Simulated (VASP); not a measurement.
# Zr2SeS2 (P4/mmm) in VASP: a series of runs, part 2 of 3

VASP 6.6.1.

### 4 Single point, PBE

This run uses another cell than the first one, of 23.67 Å³/atom.

Input file INCAR:

```
SYSTEM = Zr2SeS2
ALGO = Normal ; EDIFF = 1E-7
ENCUT = 520 ; GGA = PE
ISIF = 2 ; ISMEAR = 0
LASPH = .TRUE. ; LCHARG = .FALSE.
LREAL = .FALSE. ; LWAVE = .FALSE.
NBANDS = 29 ; NELM = 60
PREC = Accurate ; SIGMA = 0.1
```

Input file KPOINTS:

```
k-points
0
G
  8 8 8
  0 0 0
```

Input file POSCAR:

```
Zr2SeS2
1.0
    5.0251317385      0.0000000000      0.0000000000
    0.0000000000      5.0251317385      0.0000000000
    0.0000000000      0.0000000000      4.6873984688
Zr Se S
2 1 2
Direct
    0.0000000000      0.5000000000      0.0000000000
    0.5000000000      0.0000000000      0.0000000000
    0.5000000000      0.5000000000      0.0000000000
    0.5000000000      0.5000000000      0.5000000000
    0.0000000000      0.0000000000      0.5000000000
```

On the command line:

```console
$ cat potpaw_PBE.64/Zr_sv/POTCAR potpaw_PBE.64/Se/POTCAR potpaw_PBE.64/S/POTCAR > POTCAR
$ mpirun -np 1 vasp_std > vasp.out
```

Run time: 2 min. Hardware: 1 thread of AMD EPYC 9R45 (Zen 5), shared host; peak memory 0.36 GiB.

Results (log left out):

- Free energy: -27.8125 eV
- Pressure: 0.1 GPa
- Band gap on the k mesh: zero (bands 21 and 22 overlap by 1.44 eV)

Stress tensor (GPa, compression positive):
```
0.15 0.00 0.00
0.00 0.15 0.00
0.00 0.00 0.06
```

Levels at points of the mesh, in eV from the Fermi level:
| k point | band 17 | band 18 | band 19 | band 20 | band 21 | band 22 | band 23 | band 24 | band 25 | band 26 |
| --- | --- | --- | --- | --- | --- | --- | --- | --- | --- | --- |
| (0.00, 0.00, 0.00) | -2.17 | -2.04 | -1.50 | -0.90 | -0.90 | -0.79 | -0.79 | -0.23 | 0.14 | 0.66 |
| (0.50, 0.00, 0.00) | -2.71 | -2.67 | -1.42 | -0.49 | -0.35 | -0.09 | 0.53 | 0.53 | 1.08 | 1.70 |
| (0.50, 0.50, 0.00) | -3.14 | -1.28 | -1.28 | 0.51 | 0.51 | 1.05 | 1.18 | 1.45 | 1.69 | 1.92 |
| (0.00, 0.00, 0.50) | -2.41 | -1.93 | -1.78 | -1.78 | -1.61 | 0.63 | 0.76 | 1.40 | 1.40 | 1.54 |
| (0.50, 0.00, 0.50) | -2.80 | -2.63 | -2.18 | -2.14 | -0.75 | 0.57 | 0.84 | 0.88 | 1.50 | 1.58 |
| (0.50, 0.50, 0.50) | -2.60 | -1.65 | -1.02 | -1.02 | -0.40 | -0.40 | 0.17 | 0.91 | 1.01 | 1.01 |

### 5 Relaxation of cell and atoms, PBE

This run uses another cell than the first one, of 25.56 Å³/atom.

Input file INCAR:

```
SYSTEM = Zr2SeS2
ALGO = Normal
EDIFF = 1E-6
EDIFFG = -0.04
ENCUT = 600
GGA = PE
IBRION = 2
ISIF = 3
ISMEAR = 0
LASPH = .TRUE.
LCHARG = .FALSE.
LREAL = .FALSE.
LWAVE = .FALSE.
NELM = 80
NSW = 90
PREC = Accurate
SIGMA = 0.1
```

Input file KPOINTS:

```
k-points
0
G
  4 4 4
  0 0 0
```

POSCAR: that of step 4 with these lines changed.

```diff
@@ -2,5 +2,5 @@
 1.0
-    5.0251317385      0.0000000000      0.0000000000
-    0.0000000000      5.0251317385      0.0000000000
-    0.0000000000      0.0000000000      4.6873984688
+    4.2231097000      0.0000000000      0.0000000000
+    0.0000000000      4.2231097000      0.0000000000
+    0.0000000000      0.0000000000      7.1648015000
 Zr Se S
```

Potentials or basis: VASP PAW PBE potentials, release 64 (Zr_sv, Se, S).

On the command line:

```console
$ cat potpaw_PBE.64/Zr_sv/POTCAR potpaw_PBE.64/Se/POTCAR potpaw_PBE.64/S/POTCAR > POTCAR
$ mpirun -np 1 vasp_std > vasp.out
```

OUTCAR:

```text
SYSTEM = Zr2SeS2
   EDIFF = 1E-6
   EDIFFG = -0.04
   ENCUT = 600
   GGA = PE
   IBRION = 2
   ISIF = 3
   ISMEAR = 0
   LASPH = .TRUE.
   LREAL = .FALSE.
   NELM = 80
   NSW = 90
   PREC = Accurate

 ion  position               nearest neighbor table
   1  0.000  0.500  0.000-   3 2.11   3 2.11   2 2.99   2 2.99   2 2.99   2 2.99
   2  0.500  0.000  0.000-   3 2.11   3 2.11   1 2.99   1 2.99   1 2.99   1 2.99
   3  0.500  0.500  0.000-   1 2.11   2 2.11   2 2.11   1 2.11
   4  0.500  0.500  0.500-
   5  0.000  0.000  0.500-

  LATTYP: Found a simple tetragonal cell.
 ALAT       =     4.2231097000
 C/A-ratio  =     1.6965700654

  Lattice vectors:

 A1 = (   4.2231097000,   0.0000000000,   0.0000000000)
 A2 = (   0.0000000000,   4.2231097000,   0.0000000000)
 A3 = (   0.0000000000,   0.0000000000,   7.1648015000)

Analysis of symmetry for initial positions (statically):
=====================================================================
 Subroutine PRICEL returns:
 Original cell was already a primitive cell.

 Routine SETGRP: Setting up the symmetry group for a
 simple tetragonal supercell.

 Subroutine GETGRP returns: Found 16 space group operations
 (whereof 16 operations were pure point group operations)
 out of a pool of 16 trial point group operations.

The static configuration has the point symmetry D_4h.

Analysis of symmetry for dynamics (positions and initial velocities):
=====================================================================
 Subroutine PRICEL returns:
 Original cell was already a primitive cell.

 Routine SETGRP: Setting up the symmetry group for a
 simple tetragonal supercell.

 Subroutine GETGRP returns: Found 16 space group operations
 (whereof 16 operations were pure point group operations)
 out of a pool of 16 trial point group operations.

The dynamic configuration has the point symmetry D_4h.

 Subroutine INISYM returns: Found 16 space group operations
 (whereof 16 operations are pure point group operations),
 and found     1 'primitive' translations

----------------------------------------------------------------------------------------

                                     Primitive cell

  volume of cell :     127.7818

  direct lattice vectors                    reciprocal lattice vectors
     4.223109700  0.000000000  0.000000000     0.236792333  0.000000000  0.000000000
     0.000000000  4.223109700  0.000000000     0.000000000  0.236792333  0.000000000
     0.000000000  0.000000000  7.164801500     0.000000000  0.000000000  0.139571208

  length of vectors
     4.223109700  4.223109700  7.164801500     0.236792333  0.236792333  0.139571208

  position of ions in fractional coordinates (direct lattice)
     0.000000000  0.500000000  0.000000000
     0.500000000  0.000000000  0.000000000
     0.500000000  0.500000000  0.000000000
     0.500000000  0.500000000  0.500000000
     0.000000000  0.000000000  0.500000000

  ion indices of the primitive-cell ions
   primitive index   ion index
                 1           1
                 2           2
                 3           3
                 4           4
                 5           5

----------------------------------------------------------------------------------------

 KPOINTS: k-points

Automatic generation of k-mesh.
 Grid dimensions read from file:
 generate k-points for:    4    4    4

 Generating k-lattice:

  Cartesian coordinates                     Fractional coordinates (reciprocal lattice)
     0.059198083  0.000000000  0.000000000     0.250000000  0.000000000  0.000000000
     0.000000000  0.059198083  0.000000000     0.000000000  0.250000000  0.000000000
     0.000000000  0.000000000  0.034892802     0.000000000  0.000000000  0.250000000

  Length of vectors
     0.059198083  0.059198083  0.034892802

  Shift w.r.t. Gamma in fractional coordinates (k-lattice)
     0.000000000  0.000000000  0.000000000

 Subroutine IBZKPT returns following result:
 ===========================================

 Found     18 irreducible k-points:

 Following reciprocal coordinates:
            Coordinates               Weight
  0.000000  0.000000  0.000000      1.000000
  0.250000  0.000000  0.000000      4.000000
  0.500000  0.000000  0.000000      2.000000
  0.250000  0.250000  0.000000      4.000000
  0.500000  0.250000  0.000000      4.000000
  0.500000  0.500000  0.000000      1.000000
[... 10 lines left out ...]
  0.500000  0.250000  0.500000      4.000000
  0.500000  0.500000  0.500000      1.000000
   k-points           NKPTS =     18   k-points in BZ     NKDIM =     18   number of bands    NBANDS=     25
   number of dos      NEDOS =    301   number of ions     NIONS =      5
   total plane-waves  NPLWV =  77760
   dimension x,y,z NGX =    36 NGY =   36 NGZ =   60
   dimension x,y,z NGXF=    72 NGYF=   72 NGZF=  120
   ions per type =               2   1   2
   NGX,Y,Z   is equivalent  to a cutoff of  14.17, 14.17, 13.92 a.u.
   NGXF,Y,Z  is equivalent  to a cutoff of  28.34, 28.34, 27.84 a.u.
 SYSTEM =  Zr2SeS2
   PREC   = accura    normal or accurate (medium, high low for compatibility)
   ISTART =      0    job   : 0-new  1-cont  2-samecut
   ICHARG =      2    charge: 1-file 2-atom 10-const
   ISPIN  =      1    spin polarized calculation?
   LNONCOLLINEAR =      F non collinear calculations
   LSORBIT =      F    spin-orbit coupling
   LASPH  =      T    aspherical Exc in radial PAW
   ENCUT  =  600.0 eV  44.10 Ry    6.64 a.u.   8.43  8.43 14.31*2*pi/ulx,y,z
   NELM   =     80;   NELMIN=  2; NELMDL= -5     # of ELM steps
   EDIFF  = 0.1E-05   stopping-criterion for ELM
   LREAL  =      F    real-space projection
   EDIFFG = -.4E-01   stopping-criterion for IOM
   NSW    =     90    number of steps for IOM
   IBRION =      2    ionic relax: 0-MD 1-quasi-New 2-CG
   NFREE  =      1    steps in history (QN), initial steepest desc. (CG)
   ISIF   =      3    stress and relaxation
   ISYM   =      2    0-nonsym 1-usesym 2-fastsym
   POTIM  = 0.5000    time-step for ionic-motion
   TEBEG  =    0.0;   TEEND  =   0.0 temperature during run
   PSTRESS=    0.0 pullay stress
   NELECT =      42.0000    total number of electrons
   NUPDOWN=      -1.0000    fix difference up-down
   EMIN   =  10.00;   EMAX   =-10.00  energy-range for DOS
   EFERMI =   0.00;   METHOD = LEGACY
   ISMEAR =     0;   SIGMA  =   0.10  broadening in eV -4-tet -1-fermi 0-gaus
   EFERMI_NEDOS =   21; number of points for ismear=-14 and -15
   IALGO  =     38    algorithm
   IMIX   =      4    mixing-type and parameters
     AMIX     =   0.40;   BMIX     =  1.00
     AMIX_MAG =   1.60;   BMIX_MAG =  1.00
  volume/ion in A,a.u.               =      25.56       172.46
  Fermi-wavevector in a.u.,A,eV,Ry     =   1.129800  2.135013 17.367135  1.276448
  Thomas-Fermi vector in A             =   2.266495
   LORBIT       =      0    0 simple, 1 ext, 2 COOP (PROOUT), +10 PAW based schemes
   GGA     = PE    functional components
   LHFCALC =     F    Hartree Fock is set to
   AEXX    =    0.0000 exact exchange contribution
   IVDW    =     0    specifies the selected vdW correction
   LEPSILON=     F    determine dielectric tensor
   LRPA    =     F    only Hartree local field effects (RPA)
 conjugate gradient relaxation of ions
 non-spin polarized calculation
 Gauss-broadening in eV      SIGMA  =   0.10
  energy-cutoff  :      600.00
  volume of cell :      127.78
 maximum number of plane-waves:      4297
 NGX is ok and might be reduce to    36
   NGX = 17   NGY = 17   NGZ = 29

--------------------------------------- Ionic step        1  -------------------------------------------

 number of electron      41.9999999 magnetization

 Free energy of the ion-electron system (eV)
  ---------------------------------------------------
  ext. energy  EPLUGINS =         0.00000000
  ---------------------------------------------------
  free energy    TOTEN  =       -16.91766673 eV

  energy without entropy =      -16.89333074  energy(sigma->0) =      -16.90549874

------------------------ aborting loop because EDIFF is reached ----------------------------------------

  FORCE on cell =-STRESS in cart. coord.  units (eV):
  Direction    XX          YY          ZZ          XY          YZ          ZX
  --------------------------------------------------------------------------------------
  -------------------------------------------------------------------------------------
  Total       47.4917902     47.4917902     -6.4891859      0.0000000     -0.0000000      0.0000000
  in kB      595.4704773    595.4704773    -81.3639290      0.0000000     -0.0000000      0.0000000
  external PRESSURE =     369.8590085 kB  Pullay stress =       0.0000000 kB
[... 1634 lines left out ...]
     24       7.8947      0.00000
     25      10.9675      0.00000

[... ionic steps 4 to 12 ...]

--------------------------------------- Ionic step       13  -------------------------------------------

 number of electron      42.0000003 magnetization

------------------------ aborting loop because EDIFF is reached ----------------------------------------
[... 73 lines left out ...]
--------------------------------------- Ionic step       15  -------------------------------------------

 number of electron      42.0000007 magnetization

 Free energy of the ion-electron system (eV)
  ---------------------------------------------------
  ext. energy  EPLUGINS =         0.00000000
  ---------------------------------------------------
  free energy    TOTEN  =       -27.90575985 eV

  energy without entropy =      -27.87616998  energy(sigma->0) =      -27.89096492

 E-fermi :   6.6650     XC(G=0):  -9.9143

 val. band max:        6.6505674750   @ k =   0.0000   0.0000   0.0000
 cond. band min:       6.6902056764   @ k =   0.5000   0.2500   0.0000
 fundamental gap:      0.0396382014
 Fermi energy:         6.6649897631
[... 534 lines left out ...]
  FREE ENERGIE OF THE ION-ELECTRON SYSTEM (eV)
  ---------------------------------------------------
  free  energy   TOTEN  =       -27.9057598543 eV

  energy  without entropy=      -27.8761699768  energy(sigma->0) =      -27.89096492

 reached required accuracy - stopping structural energy minimisation
```

OSZICAR:

```text
N       E                     dE             d eps       ncg     rms          rms(c)
DAV:   1     0.425711813053E+03    0.42571E+03   -0.22841E+04   900   0.173E+03
DAV:   2     0.176536457082E+02   -0.40806E+03   -0.40395E+03  1120   0.415E+02
DAV:   3    -0.170727170028E+02   -0.34726E+02   -0.34217E+02  1549   0.995E+01
[... 324 lines left out ...]
DAV:   4    -0.279047219760E+02   -0.35421E-03   -0.28832E-02  1363   0.727E-01    0.395E-01
DAV:   5    -0.279053418635E+02   -0.61989E-03   -0.57174E-03  1419   0.377E-01    0.211E-01
DAV:   6    -0.279056762303E+02   -0.33437E-03   -0.11014E-03  1363   0.140E-01    0.694E-02
DAV:   7    -0.279057472382E+02   -0.71008E-04   -0.15962E-04  1511   0.654E-02    0.306E-02
DAV:   8    -0.279057600455E+02   -0.12807E-04   -0.29609E-05  1240   0.290E-02    0.764E-03
DAV:   9    -0.279057598543E+02    0.19122E-06   -0.40955E-06   919   0.101E-02
  15 F= -.27905760E+02 E0= -.27890965E+02  d E =-.230759E-01
```

Wall time 13 min (1 thread of AMD EPYC 9R45 (Zen 5), shared host); peak memory 0.3 GiB.

What came out:

* Free energy: -27.9058 eV
* Relaxed volume: 23.50 Å³/atom
* Relaxed cell: a = 5.037 Å, b = 5.037 Å, c = 4.632 Å, α = 90.00°, β = 90.00°, γ = 90.00°
* Space group after relaxing (to 0.1 Å): P4/mmm (No. 123)
* Pressure after relaxing: 0.1 GPa

Stress tensor (GPa, compression positive):
```
0.01 0.00 0.00
0.00 0.01 0.00
0.00 0.00 0.19
```

Final structure:
```
Zr Se S
1.0
     5.03650    0.00000    0.00000
     0.00000    5.03650    0.00000
     0.00000    0.00000    4.63175
Zr Se S
2 1 2
Direct
  0.00000 0.50000 0.00000
  0.50000 0.00000 0.00000
  0.50000 0.50000 0.00000
  0.50000 0.50000 0.50000
  0.00000 0.00000 0.50000
```

Caveat: the k points lie up to 0.34 Å⁻¹ apart in the final cell; the highest band is partly filled, so the run has too few bands; a cell axis changed by over 15 % at a fixed basis, so the end point is rough.

(Continued in part 3 of 3.)
